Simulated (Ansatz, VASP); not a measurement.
# Two plane-wave programs on Al

```
Al
1.0
    -1.61619    1.61619    1.61619
     1.61619   -1.61619    1.61619
     1.61619    1.61619   -1.61619
Al
1
Direct
  0.00000 0.00000 0.00000
```

Alike in both runs: task single point; functional LDA; k mesh 16 × 16 × 16; occupations fermi-dirac, width 0.1 eV; no spin polarisation.

|  | VASP | Ansatz |
| --- | --- | --- |
| version | VASP 6.6.1 | Ansatz 0.2.0 |
| potentials or method | VASP PAW LDA potentials, release 64 (Al), cutoff 520 eV | plane waves (420 eV) with PAW, scalar-relativistic |
| valence electrons in the cell | 3 | 3 |

```csv
,VASP,Ansatz,Ansatz less VASP
pressure (GPa),-2.7,-2.7,-0.05
```

Ansatz warns that its potentials were made for another functional, while VASP's fit it. LDA's correlation is that of Perdew and Zunger in VASP and of Perdew and Wang (1992) in Ansatz.
